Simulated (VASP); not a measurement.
Set up this calculation in VASP 6.6.1, as the native input.

```
Task                   : single point
Functional             : PBE
Potentials or basis    : VASP PAW PBE potentials, release 64 (Cu)
Cutoff                 : 520 eV
k mesh                 : 20 × 20 × 20
Occupations            : gaussian, width 0.1 eV
Spin                   : no spin polarisation
Dipole correction      : no
Further INCAR settings : ALGO = Normal; EDIFF = 1e-06; NBANDS = 12
```

The structure of Cu lies in POSCAR:

```
Cu
1.0
    0.0000000000      1.7778255060      1.7778255060
    1.7778255060      0.0000000000      1.7778255060
    1.7778255060      1.7778255060      0.0000000000
Cu
1
Direct
    0.0000000000      0.0000000000      0.0000000000
```

This cell differs from its parent crystal: volume scaled by 0.94.

These files were run (other wordings do the same):

INCAR

```
ALGO = Normal ; EDIFF = 1E-6
ENCUT = 520 ; GGA = PE
ISIF = 2 ; ISMEAR = 0
LASPH = T ; LCHARG = T
LELF = T ; LREAL = F
LVHAR = T ; LWAVE = F
NBANDS = 12 ; NELM = 60
PREC = Accurate ; SIGMA = 0.1
```

KPOINTS

```
k-points
0
Gamma
  20 20 20
```

Potentials or basis: VASP PAW PBE potentials, release 64 (Cu).

Command:

```sh
$ cat potpaw_PBE.64/Cu/POTCAR > POTCAR
$ mpirun -np 1 vasp_std > vasp.out
```

Results of the run:

| Item | Value |
| --- | --- |
| Pressure | 10.7 GPa |

It took 54 s on 1 thread of Intel(R) Xeon(R) Platinum 8259CL CPU @ 2.50GHz (Skylake/Cascade Lake), with other jobs on the host, peak memory 0.15 GiB.
